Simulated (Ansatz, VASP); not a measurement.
KCl: VASP beside Ansatz

```
CELL_PARAMETERS angstrom
-0.09468 3.10876 3.10876
3.10876 -0.09468 3.10876
3.10876 3.10876 -0.09468
ATOMIC_POSITIONS crystal
K 0.00000 0.00000 0.00000
Cl 0.50000 0.50000 0.50000
```

Change from the starting cell: equal xy, yz and zx shear strains of -3 %.

Alike in both runs: task single point; functional LDA; k mesh 7 × 7 × 7; occupations fermi-dirac, width 0.03 eV; no spin polarisation.

```csv
,VASP,Ansatz
version,VASP 6.6.1,Ansatz 0.2.0
potentials or method,"VASP PAW LDA potentials, release 64 (K_sv, Cl), cutoff 520 eV","all-electron LAPW, scalar-relativistic"
```

Ansatz gave:

```
gap on the k mesh at the Fermi level (eV)                     : 4.65
pressure (GPa)                                                : -2.1
traceless stress, the component that is largest in VASP (GPa) : 0.21
```

Estimate VASP's values.

gap on the k mesh at the Fermi level (eV): 4.66; pressure (GPa): -2.1; traceless stress, the component that is largest in VASP (GPa): 0.20.

LDA's correlation is that of Perdew and Zunger in VASP and of Perdew and Wang (1992) in Ansatz. Ansatz ran all-electron here, and VASP with PAW potentials.
